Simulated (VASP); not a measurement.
Runs of VASP 6.6.1 on SnSe. The structure is that of space group R-3m (No. 166), or close to it. The cells are those of the table. 

| spin | cell | gap on the mesh (eV) | pressure (GPa) |
| --- | --- | --- | --- |
| off | a = 4.322 Å, angles 56.3°, 2 atoms | none | 2.3 |
| off | a = 4.185 Å, angles 63.7°, 2 atoms | none | -1.5 |
| non-collinear, zero start, SOC | a = 4.306 Å, angles 57.1°, 2 atoms | - | 1.7 |
| off | a = 4.306 Å, angles 57.1°, 2 atoms | (a) | 1.7 |
| off | a = 4.199 Å, angles 62.8°, 2 atoms | none | -1.1 |

Alike in all rows: task single point; level r2SCAN; potentials or basis VASP PAW PBE potentials, release 64 (Sn_d, Se); k mesh 8 × 8 × 8; cutoff (eV) 520; smearing fermi-dirac 0.02 eV.

Problem. Estimate the missing entries.

Solution. (a) 0.01.

Caveats: the structure was generated, so it needn't be the stable form of SnSe; the PAW data sets were made with another functional, which shifts forces and pressure a little; semilocal functionals underestimate gaps, and a narrow one can read as zero (at least some runs); spin-orbit coupling is left out, which moves the levels of the heavy elements (at least some runs); the smearing spreads over this small gap (at least some runs).

A k mesh can miss the band edges, and rows without SOC leave out spin-orbit coupling on Se, Sn.

A gap of «none» marks levels without a gap at the run's occupations.
